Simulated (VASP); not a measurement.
# PbS: single point with PBE

PbS:

```
Pb S
1.0
     0.00000    2.71211    2.71211
     2.71211    0.00000    2.71211
     2.71211    2.71211    0.00000
Pb S
1 1
Direct
  0.00000 0.00000 0.00000
  0.50000 0.50000 0.50000
```

```
Program                : VASP 6.6.1
Task                   : single point
Functional             : PBE
Potentials or basis    : VASP PAW PBE potentials, release 64 (Pb_d, S)
Cutoff                 : 500 eV
k mesh                 : 6 × 6 × 6
Occupations            : fermi-dirac, width 0.1 eV
Spin                   : no spin polarisation
Dipole correction      : no
Further INCAR settings : ALGO = Normal; EDIFF = 1e-06; NBANDS = 17
```

```
Pressure               : 29.9 GPa
Band gap on the k mesh : 1.06 eV
```

Levels at points of the mesh, in eV from the valence-band top:
| k point | band 7 | band 8 | band 9 | band 10 | band 11 | band 12 | band 13 | band 14 |
| --- | --- | --- | --- | --- | --- | --- | --- | --- |
| (0.00, 0.00, 0.00) | -4.92 | -3.21 | -3.21 | -3.21 | 6.41 | 6.41 | 6.41 | 6.54 |
| (0.50, 0.00, 0.00) | -10.36 | -2.49 | -2.49 | 0.00 | 1.06 | 1.65 | 1.65 | 9.44 |
| (0.50, 0.50, 0.00) | -7.35 | -7.25 | -4.96 | -4.96 | 3.02 | 6.99 | 7.28 | 7.28 |

It took 6.1 s on 1 thread of Intel(R) Xeon(R) 6975P-C (Granite Rapids) (shared host), peak memory 0.16 GiB.

Caveat: the cell stands under pressure; spin-orbit coupling is left out, which moves the levels of the heavy elements. A k mesh can miss the band edges.
